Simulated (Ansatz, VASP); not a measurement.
## Two plane-wave programs on Cu3O2

```xyz
5
Lattice="2.8986 0.0000 0.0000 -1.4493 2.5103 0.0000 0.0000 0.0000 7.0801" Properties=species:S:1:pos:R:3 pbc="T T T"
Cu    0.0000    0.0000    0.0000
Cu    0.0000    1.6735    4.5006
Cu    1.4493    0.8368    2.5796
O     0.0000    1.6735    1.2332
O     1.4493    0.8368    5.8469
```

Alike in both runs: functional PBE; k mesh 12 × 12 × 6; occupations gaussian, width 0.1 eV; no spin polarisation.

Ansatz relaxed the structure, and its values are those at the end. VASP's run is a single point on that final structure, the one shown.

```csv
,VASP,Ansatz
version,VASP 6.6.1,Ansatz 0.2.0
potentials or method,"VASP PAW PBE potentials, release 64 (Cu, O), cutoff 520 eV","scalar-relativistic, plane waves, PAW"
valence electrons in the cell,45,69
```

VASP gave:

| Quantity | Value |
| --- | --- |
| gap on the k mesh at the Fermi level (eV) | none |
| pressure (GPa) | 0.3 |
| rms of the force components (eV/Å) | 0.014 |

Question: Which values does Ansatz return?

Answer: gap on the k mesh at the Fermi level (eV): none; pressure (GPa): 0.0; rms of the force components (eV/Å): 0.003.

A gap of «none» marks a metal or a gap that the smearing closes. The functional is the same, so the differences come from potentials, cutoffs and numerics. VASP's potentials hold 45 valence electrons a cell and Ansatz's 69, so a difference there can come from the potentials and not from the codes.
